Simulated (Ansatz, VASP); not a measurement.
## Zr2O: VASP beside Ansatz

Contents of POSCAR:

```
Zr2O
1.0
    4.4580671778      0.0000000000      0.0000000000
    0.0000000000      4.4580671778      0.0000000000
    0.0000000000      0.0000000000      5.2333832088
Zr O
4 2
Direct
    0.2500000000      0.2500000000      0.7500000000
    0.7500000000      0.2500000000      0.2500000000
    0.2500000000      0.7500000000      0.2500000000
    0.7500000000      0.7500000000      0.7500000000
    0.0000000000      0.0000000000      0.0000000000
    0.5000000000      0.5000000000      0.5000000000
```

The input INCAR.step1:

```
PREC = Accurate
ENCUT = 520
ISMEAR = 0
SIGMA = 0.15
LREAL = F
LASPH = T
NELM = 100
NBANDS = 39
GGA = PE
ALGO = Normal
EDIFF = 1E-4
LWAVE = T
LCHARG = F
```

INCAR.step2

```
PREC = Accurate
ENCUT = 520
EDIFF = 1E-7
ISMEAR = 0
SIGMA = 0.15
LREAL = F
LASPH = T
NELM = 100
ALGO = Normal
ISIF = 2
LWAVE = F
LCHARG = F
METAGGA = R2SCAN
LMIXTAU = T
NBANDS = 39
ISTART = 1
```

Contents of KPOINTS:

```
regular mesh
0
Gamma
  10 10 10
```

Input for Ansatz:

```yaml
crystal:
  lattice:
    - [4.4580671778, 0.0, 0.0]
    - [0.0, 4.4580671778, 0.0]
    - [0.0, 0.0, 5.2333832088]
  atoms:
    - { symbol: Zr, position: [0.25, 0.25, 0.75] }
    - { symbol: Zr, position: [0.75, 0.25, 0.25] }
    - { symbol: Zr, position: [0.25, 0.75, 0.25] }
    - { symbol: Zr, position: [0.75, 0.75, 0.75] }
    - { symbol: O, position: [0.0, 0.0, 0.0] }
    - { symbol: O, position: [0.5, 0.5, 0.5] }
basis:
  ecutwfc: 500
kpoints:
  mp_grid: { grid: [10, 10, 10] }
hamiltonian:
  xc: r2scan
scf:
  occupations: { method: gaussian, width: 0.15 }
output:
  forces: true
  stress: true
  eigenvalues: true
```

Change from the starting cell: strain -0.080 along x and y, +0.080 along z, atoms carried along.

Alike in both runs: task single point; functional r2SCAN; k mesh 10 × 10 × 10; occupations gaussian, width 0.15 eV; no spin polarisation.

```csv
,VASP,Ansatz
version,VASP 6.6.1,Ansatz 0.2.0
potentials or method,"VASP PAW PBE potentials, release 64 (Zr_sv, O), cutoff 520 eV","scalar-relativistic, plane waves, PAW"
valence electrons in the cell,60,60
```

|  | VASP | Ansatz | Ansatz less VASP |
| --- | --- | --- | --- |
| gap on the k mesh at the Fermi level (eV) | none | none | - |
| pressure (GPa) | 13.3 | 13.1 | -0.29 |
| traceless stress, the component that is largest in VASP (GPa) | -8.45 | -8.51 | -0.060 |

VASP's potentials were made for PBE, not for r2SCAN. A gap of «none» marks a metal or a gap that the smearing closes.
